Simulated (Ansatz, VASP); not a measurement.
# Two plane-wave programs on Al

The input INCAR:

```
SYSTEM = Al
ALGO = Normal
DIPOL = 0.5 0.5 0.667
EDIFF = 1E-6
ENCUT = 400
GGA = PE
GGA_COMPAT = .FALSE.
IDIPOL = 3
ISIF = 2
ISMEAR = 1
LASPH = .TRUE.
LCHARG = .FALSE.
LDIPOL = .TRUE.
LREAL = .FALSE.
LWAVE = .FALSE.
NBANDS = 14
NELM = 120
NELMDL = -8
PREC = Accurate
SIGMA = 0.1
```

Contents of KPOINTS:

```
k-points
0
G
  15 15 1
  0 0 0
```

The input POSCAR:

```
Al
1.0
    3.0028735933      0.0000000291      0.0000000000
   -1.5014368219      2.6005648016      0.0000000000
    0.0000000000      0.0000000000     28.1269675229
Al
4
Direct
    0.6666666667      0.3333333333      0.5494056314
    0.3333333333      0.6666666667      0.6283640042
    0.0000000000      0.0000000000      0.7056448015
    0.6666666667      0.3333333333      0.7847781415
```

Input for Ansatz:

```yaml
crystal:
  lattice:
    - [3.0028735933, 2.91e-08, 0.0]
    - [-1.5014368219, 2.6005648016, 0.0]
    - [0.0, 0.0, 28.1269675229]
  atoms:
    - { symbol: Al, position: [0.6666666667, 0.3333333333, 0.5494056314] }
    - { symbol: Al, position: [0.3333333333, 0.6666666667, 0.6283640042] }
    - { symbol: Al, position: [0.0, 0.0, 0.7056448015] }
    - { symbol: Al, position: [0.6666666667, 0.3333333333, 0.7847781415] }
basis:
  ecutwfc: 420
kpoints:
  mp_grid: { grid: [15, 15, 1] }
hamiltonian:
  xc: pbe
  pseudopotentials: { kind: paw, azcp: { folder: soft_1 } }
scf:
  occupations: { method: methfessel_paxton, width: 0.1 }
  n_extra_bands: 8
  max_iter: 160
output:
  forces: true
  eigenvalues: true
  write_density: true
  write_potential: true
  elf: true
  volumetric_format: npy
efield:
  axis: 3
  dipole_correction: true
```

Alike in both runs: task single point; functional PBE; k mesh 15 × 15 × 1; occupations methfessel-paxton of order 1, width 0.1 eV; no spin polarisation.

|  | VASP | Ansatz |
| --- | --- | --- |
| version | VASP 6.6.1 | Ansatz 0.2.0 |
| potentials or method | VASP PAW PBE potentials, release 64 (Al), cutoff 400 eV | scalar-relativistic, plane waves, PAW |
| valence electrons in the cell | 12 | 12 |

|  | VASP | Ansatz | Ansatz less VASP |
| --- | --- | --- | --- |
| gap on the k mesh at the Fermi level (eV) | none | none | - |
| rms of the force components (eV/Å) | 0.057 | 0.058 | 0.0000 |

Atom by atom the forces differ by 0.000 eV/Å (rms over components). A gap of «none» marks a metal or a gap that the smearing closes. The functional is the same, so the differences come from potentials, cutoffs and numerics. Ansatz's warnings: xc potential rough in thin density.
